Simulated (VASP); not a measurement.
# KF (Pm-3m) in VASP: a series of runs

The runs below take KF through single point, with PBE.

All numbers are computed with VASP 6.6.1; they aren't measurements. Logs are shortened: lines on timing, memory, paths and dates and some standing lists are left out, and cuts for length are marked.

### Step 1. The cell of the first run

Symmetry: Pm-3m, No. 221, cubic system. Conventional cell: a = 3.269 Å, b = 3.269 Å, c = 3.269 Å, α = 90.00°, β = 90.00°, γ = 90.00°. Within 3.7 Å of K (site symmetry m-3m) lie 8 F at 2.83 Å and 6 K at 3.27 Å. F (site symmetry m-3m) has 8 K at 2.83 Å and 6 F at 3.27 Å within 3.7 Å.

The cell was built from a structure type or drawn by symmetry, and may not be a known phase.

### Step 2. Single point, PBE

The input, INCAR:

```
SYSTEM = KF
ALGO = Normal ; EDIFF = 1E-6
ENCUT = 600 ; GGA = PE
GGA_COMPAT = .False. ; ISIF = 2
ISMEAR = 0 ; LASPH = .True.
LCHARG = .False. ; LREAL = .False.
LWAVE = .False. ; NBANDS = 15
NELM = 120 ; PREC = Accurate
SIGMA = 0.15
```

The input, KPOINTS:

```
k-points
0
Gamma
  4 4 4
  0 0 0
```

The input, POSCAR:

```
KF
1.0
    3.2691380782      0.0000000000      0.0000000000
    0.0000000000      3.2691380782      0.0000000000
    0.0000000000      0.0000000000      3.2691380782
K F
1 1
Direct
    0.5000000000      0.5000000000      0.5000000000
    0.0000000000      0.0000000000      0.0000000000
```

Potentials or basis: VASP PAW PBE potentials, release 64 (K_sv, F).

Launch:

```bash
$ cat potpaw_PBE.64/K_sv/POTCAR potpaw_PBE.64/F/POTCAR > POTCAR
$ mpirun -np 1 vasp_std > vasp.out
```

OUTCAR:

```text
SYSTEM = KF
   EDIFF = 1E-6
   ENCUT = 600
   GGA = PE
   ISIF = 2
   ISMEAR = 0
   LASPH = .True.
   LREAL = .False.
   NELM = 120
   PREC = Accurate

 ion  position               nearest neighbor table
   1  0.500  0.500  0.500-   2 2.83   2 2.83   2 2.83   2 2.83   2 2.83   2 2.83   2 2.83   2 2.83

   2  0.000  0.000  0.000-   1 2.83   1 2.83   1 2.83   1 2.83   1 2.83   1 2.83   1 2.83   1 2.83

  LATTYP: Found a simple cubic cell.
 ALAT       =     3.2691380782

  Lattice vectors:

 A1 = (   3.2691380782,   0.0000000000,   0.0000000000)
 A2 = (   0.0000000000,   3.2691380782,   0.0000000000)
 A3 = (   0.0000000000,   0.0000000000,   3.2691380782)

Analysis of symmetry for initial positions (statically):
=====================================================================
 Subroutine PRICEL returns:
 Original cell was already a primitive cell.

 Routine SETGRP: Setting up the symmetry group for a
 simple cubic supercell.

 Subroutine GETGRP returns: Found 48 space group operations
 (whereof 48 operations were pure point group operations)
 out of a pool of 48 trial point group operations.

The static configuration has the point symmetry O_h .

Analysis of symmetry for dynamics (positions and initial velocities):
=====================================================================
 Subroutine PRICEL returns:
 Original cell was already a primitive cell.

 Routine SETGRP: Setting up the symmetry group for a
 simple cubic supercell.

 Subroutine GETGRP returns: Found 48 space group operations
 (whereof 48 operations were pure point group operations)
 out of a pool of 48 trial point group operations.

The dynamic configuration has the point symmetry O_h .

 Subroutine INISYM returns: Found 48 space group operations
 (whereof 48 operations are pure point group operations),
 and found     1 'primitive' translations

----------------------------------------------------------------------------------------

                                     Primitive cell

  volume of cell :      34.9381

  direct lattice vectors                    reciprocal lattice vectors
     3.269138078  0.000000000  0.000000000     0.305891026  0.000000000  0.000000000
     0.000000000  3.269138078  0.000000000     0.000000000  0.305891026  0.000000000
     0.000000000  0.000000000  3.269138078     0.000000000  0.000000000  0.305891026

  length of vectors
     3.269138078  3.269138078  3.269138078     0.305891026  0.305891026  0.305891026

  position of ions in fractional coordinates (direct lattice)
     0.500000000  0.500000000  0.500000000
     0.000000000  0.000000000  0.000000000

  ion indices of the primitive-cell ions
   primitive index   ion index
                 1           1
                 2           2

----------------------------------------------------------------------------------------

 KPOINTS: k-points

Automatic generation of k-mesh.
 Grid dimensions read from file:
 generate k-points for:    4    4    4

 Generating k-lattice:

  Cartesian coordinates                     Fractional coordinates (reciprocal lattice)
     0.076472756  0.000000000  0.000000000     0.250000000  0.000000000  0.000000000
     0.000000000  0.076472756  0.000000000     0.000000000  0.250000000  0.000000000
     0.000000000  0.000000000  0.076472756     0.000000000  0.000000000  0.250000000

  Length of vectors
     0.076472756  0.076472756  0.076472756

  Shift w.r.t. Gamma in fractional coordinates (k-lattice)
     0.000000000  0.000000000  0.000000000

 Subroutine IBZKPT returns following result:
 ===========================================

 Found     10 irreducible k-points:

 Following reciprocal coordinates:
            Coordinates               Weight
  0.000000  0.000000  0.000000      1.000000
  0.250000  0.000000  0.000000      6.000000
  0.500000  0.000000  0.000000      3.000000
  0.250000  0.250000  0.000000     12.000000
  0.500000  0.250000  0.000000     12.000000
  0.500000  0.500000  0.000000      3.000000
  0.250000  0.250000  0.250000      8.000000
  0.500000  0.250000  0.250000     12.000000
  0.500000  0.500000  0.250000      6.000000
  0.500000  0.500000  0.500000      1.000000
   k-points           NKPTS =     10   k-points in BZ     NKDIM =     10   number of bands    NBANDS=     15
   number of dos      NEDOS =    301   number of ions     NIONS =      2
   total plane-waves  NPLWV =  21952
   dimension x,y,z NGX =    28 NGY =   28 NGZ =   28
   dimension x,y,z NGXF=    56 NGYF=   56 NGZF=   56
   ions per type =               1   1
   NGX,Y,Z   is equivalent  to a cutoff of  14.24, 14.24, 14.24 a.u.
   NGXF,Y,Z  is equivalent  to a cutoff of  28.48, 28.48, 28.48 a.u.
 SYSTEM =  KF
   PREC   = accura    normal or accurate (medium, high low for compatibility)
   ISTART =      0    job   : 0-new  1-cont  2-samecut
   ICHARG =      2    charge: 1-file 2-atom 10-const
   ISPIN  =      1    spin polarized calculation?
   LNONCOLLINEAR =      F non collinear calculations
   LSORBIT =      F    spin-orbit coupling
   LASPH  =      T    aspherical Exc in radial PAW
   ENCUT  =  600.0 eV  44.10 Ry    6.64 a.u.   6.53  6.53  6.53*2*pi/ulx,y,z
   NELM   =    120;   NELMIN=  2; NELMDL= -5     # of ELM steps
   EDIFF  = 0.1E-05   stopping-criterion for ELM
   LREAL  =      F    real-space projection
   EDIFFG = 0.1E-04   stopping-criterion for IOM
   NSW    =      0    number of steps for IOM
   IBRION =     -1    ionic relax: 0-MD 1-quasi-New 2-CG
   NFREE  =      0    steps in history (QN), initial steepest desc. (CG)
   ISIF   =      2    stress and relaxation
   ISYM   =      2    0-nonsym 1-usesym 2-fastsym
   POTIM  = 0.5000    time-step for ionic-motion
   TEBEG  =    0.0;   TEEND  =   0.0 temperature during run
   PSTRESS=    0.0 pullay stress
   NELECT =      16.0000    total number of electrons
   NUPDOWN=      -1.0000    fix difference up-down
   EMIN   =  10.00;   EMAX   =-10.00  energy-range for DOS
   EFERMI =   0.00;   METHOD = LEGACY
   ISMEAR =     0;   SIGMA  =   0.15  broadening in eV -4-tet -1-fermi 0-gaus
   EFERMI_NEDOS =   21; number of points for ismear=-14 and -15
   IALGO  =     38    algorithm
   IMIX   =      4    mixing-type and parameters
     AMIX     =   0.40;   BMIX     =  1.00
     AMIX_MAG =   1.60;   BMIX_MAG =  1.00
  volume/ion in A,a.u.               =      17.47       117.89
  Fermi-wavevector in a.u.,A,eV,Ry     =   1.261871  2.384590 21.664801  1.592318
  Thomas-Fermi vector in A             =   2.395308
   LORBIT       =      0    0 simple, 1 ext, 2 COOP (PROOUT), +10 PAW based schemes
   GGA     = PE    functional components
   LHFCALC =     F    Hartree Fock is set to
   AEXX    =    0.0000 exact exchange contribution
   IVDW    =     0    specifies the selected vdW correction
   LEPSILON=     F    determine dielectric tensor
   LRPA    =     F    only Hartree local field effects (RPA)
 non-spin polarized calculation
 Gauss-broadening in eV      SIGMA  =   0.15
  energy-cutoff  :      600.00
  volume of cell :       34.94
 maximum number of plane-waves:      1189
 NGX is ok and might be reduce to    28
   NGX = 13   NGY = 13   NGZ = 13

 number of electron      16.0000013 magnetization

 Free energy of the ion-electron system (eV)
  ---------------------------------------------------
  ext. energy  EPLUGINS =         0.00000000
  ---------------------------------------------------
  free energy    TOTEN  =        -8.09540063 eV

  energy without entropy =       -8.09540063  energy(sigma->0) =       -8.09540063

 E-fermi :  -1.3428     XC(G=0):  -8.9790

 val. band max:       -2.0661881166   @ k =   0.5000   0.5000   0.0000
 cond. band min:       4.1281992936   @ k =   0.0000   0.0000   0.0000
 fundamental gap:      6.1943874102
 Fermi energy:        -1.3427514322

 k-point     1 :       0.0000    0.0000    0.0000
  band No.  band energies     occupation
      1     -29.1081      2.00000
      2     -20.9579      2.00000
      3     -12.1513      2.00000
      4     -12.1513      2.00000
      5     -12.1513      2.00000
      6      -2.1200      2.00000
      7      -2.1200      2.00000
      8      -2.1200      2.00000
      9       4.1282      0.00000
     10       6.2125      0.00000
     11       6.2125      0.00000
     12      11.6927      0.00000
     13      11.6927      0.00000
     14      11.6927      0.00000
     15      18.6988      0.00000

 k-point     2 :       0.2500    0.0000    0.0000
  band No.  band energies     occupation
      1     -29.0485      2.00000
      2     -20.9696      2.00000
      3     -12.4951      2.00000
      4     -12.0985      2.00000
      5     -12.0985      2.00000
      6      -2.7491      2.00000
      7      -2.1710      2.00000
      8      -2.1710      2.00000
      9       5.5514      0.00000
     10       6.6473      0.00000
     11       7.4278      0.00000
     12      10.8957      0.00000
     13      10.8957      0.00000
     14      11.8559      0.00000
     15      16.0110      0.00000

 k-point     3 :       0.5000    0.0000    0.0000
  band No.  band energies     occupation
      1     -28.9875      2.00000
      2     -20.9844      2.00000
      3     -12.8114      2.00000
      4     -12.0448      2.00000
      5     -12.0448      2.00000
      6      -3.2699      2.00000
      7      -2.2254      2.00000
      8      -2.2254      2.00000
      9       7.1951      0.00000
     10       7.2262      0.00000
     11       8.7092      0.00000
     12      10.2873      0.00000
     13      10.2873      0.00000
     14      12.0298      0.00000
     15      14.4489      0.00000
[... 91 lines left out ...]
 k-point     9 :       0.5000    0.5000    0.2500
  band No.  band energies     occupation
      1     -28.8411      2.00000
      2     -20.8327      2.00000
      3     -12.8086      2.00000
      4     -12.8086      2.00000
      5     -12.3517      2.00000
      6      -2.8757      2.00000
      7      -2.8757      2.00000
      8      -2.6091      2.00000
      9       7.3454      0.00000
     10       8.8197      0.00000
     11       8.8643      0.00000
     12       8.8643      0.00000
     13      12.7302      0.00000
     14      12.7302      0.00000
     15      13.2816      0.00000

 k-point    10 :       0.5000    0.5000    0.5000
  band No.  band energies     occupation
      1     -28.7941      2.00000
      2     -20.7952      2.00000
      3     -12.7123      2.00000
      4     -12.7123      2.00000
      5     -12.7123      2.00000
      6      -3.0793      2.00000
      7      -3.0793      2.00000
      8      -3.0793      2.00000
      9       8.3172      0.00000
     10       8.3172      0.00000
     11       8.3172      0.00000
     12      13.0289      0.00000
     13      13.0289      0.00000
     14      13.0289      0.00000
     15      13.3594      0.00000

------------------------ aborting loop because EDIFF is reached ----------------------------------------

  FORCE on cell =-STRESS in cart. coord.  units (eV):
  Direction    XX          YY          ZZ          XY          YZ          ZX
  --------------------------------------------------------------------------------------
  -------------------------------------------------------------------------------------
  Total       -0.0742439     -0.0742439     -0.0742439      0.0000000      0.0000000     -0.0000000
  in kB       -3.4046415     -3.4046415     -3.4046415      0.0000000      0.0000000     -0.0000000
  external PRESSURE =      -3.4046415 kB  Pullay stress =       0.0000000 kB

 VOLUME and BASIS-vectors are now :
 -----------------------------------------------------------------------------
  energy-cutoff  :      600.00
  volume of cell :       34.94
      direct lattice vectors                 reciprocal lattice vectors
     3.269138078  0.000000000  0.000000000     0.305891026  0.000000000  0.000000000
     0.000000000  3.269138078  0.000000000     0.000000000  0.305891026  0.000000000
     0.000000000  0.000000000  3.269138078     0.000000000  0.000000000  0.305891026

 POSITION                                       TOTAL-FORCE (eV/Angst)
 -----------------------------------------------------------------------------------
      1.63457      1.63457      1.63457         0.000000      0.000000      0.000000
      0.00000      0.00000      0.00000         0.000000      0.000000      0.000000
 -----------------------------------------------------------------------------------
    total drift:                               -0.000000      0.000000      0.000000

  FREE ENERGIE OF THE ION-ELECTRON SYSTEM (eV)
  ---------------------------------------------------
  free  energy   TOTEN  =        -8.0954006324 eV

  energy  without entropy=       -8.0954006324  energy(sigma->0) =       -8.09540063
```

Wall time 3.6 s (1 thread of Intel Xeon 6975P-C (Granite Rapids), shared host); peak memory 0.15 GiB.

What came out:

```yaml
Free_energy: -8.0954 eV
Pressure: -0.3 GPa
Band_gap_on_the_k_mesh: 6.19 eV (least direct gap 6.25 eV)
```

Levels at points of the mesh, in eV from the valence-band top:
```csv
k point,band 4,band 5,band 6,band 7,band 8,band 9,band 10,band 11,band 12,band 13
"(0.00, 0.00, 0.00)",-10.09,-10.09,-0.05,-0.05,-0.05,6.19,8.28,8.28,13.76,13.76
"(0.50, 0.00, 0.00)",-9.98,-9.98,-1.20,-0.16,-0.16,9.26,9.29,10.78,12.35,12.35
"(0.50, 0.50, 0.00)",-10.84,-9.90,-0.61,-0.61,0.00,8.44,8.94,11.82,11.82,14.13
"(0.50, 0.50, 0.50)",-10.65,-10.65,-1.01,-1.01,-1.01,10.38,10.38,10.38,15.10,15.10
```

Caveat: the k points lie up to 0.48 Å⁻¹ apart. A k mesh can miss the band edges.

### Step 3. Single point, PBE

This run uses another cell than the first one, of 17.64 Å³/atom.

The input, INCAR:

```
SYSTEM = KF
PREC = Accurate
ENCUT = 600
EDIFF = 1E-6
ISMEAR = 0
SIGMA = 0.15
LREAL = .FALSE.
LASPH = .TRUE.
NELM = 120
ALGO = Normal
ISIF = 2
LWAVE = .FALSE.
LCHARG = .FALSE.
GGA = PE
NBANDS = 15
GGA_COMPAT = .FALSE.
```

The input, KPOINTS:

```
Automatic mesh
0
G
  4 4 4
  0 0 0
```

The input, POSCAR:

```
KF
1.0
    3.2800199876      0.0000000000      0.0000000000
    0.0000000000      3.2800199876      0.0000000000
    0.0000000000      0.0000000000      3.2800199876
K F
1 1
Direct
    0.0000000000      0.0000000000      0.0000000000
    0.5000000000      0.5000000000      0.5000000000
```

Potentials or basis: VASP PAW PBE potentials, release 64 (K_sv, F).

Launch:

```bash
$ cat potpaw_PBE.64/K_sv/POTCAR potpaw_PBE.64/F/POTCAR > POTCAR
$ mpirun -np 1 vasp_std > vasp.out
```

Wall time 3.6 s (1 thread of Intel Xeon 6975P-C (Granite Rapids), shared host); peak memory 0.15 GiB.

It converged, with:

```
Free energy            : -8.0948 eV
Pressure               : -0.7 GPa
Band gap on the k mesh : 6.13 eV (least direct gap 6.18 eV)
```

Levels at points of the mesh, in eV from the valence-band top:
```
           k point  band 6  band 7  band 8  band 9  band 10  band 11
(0.00, 0.00, 0.00)   -0.06   -0.06   -0.06    6.13     8.27     8.27
(0.50, 0.00, 0.00)   -1.19   -0.16   -0.16    9.23     9.24    10.68
(0.50, 0.50, 0.00)   -0.61   -0.61    0.00    8.41     8.90    11.78
(0.50, 0.50, 0.50)   -1.00   -1.00   -1.00   10.34    10.34    10.34
```

Caveat: the k points lie up to 0.48 Å⁻¹ apart. A k mesh can miss the band edges.
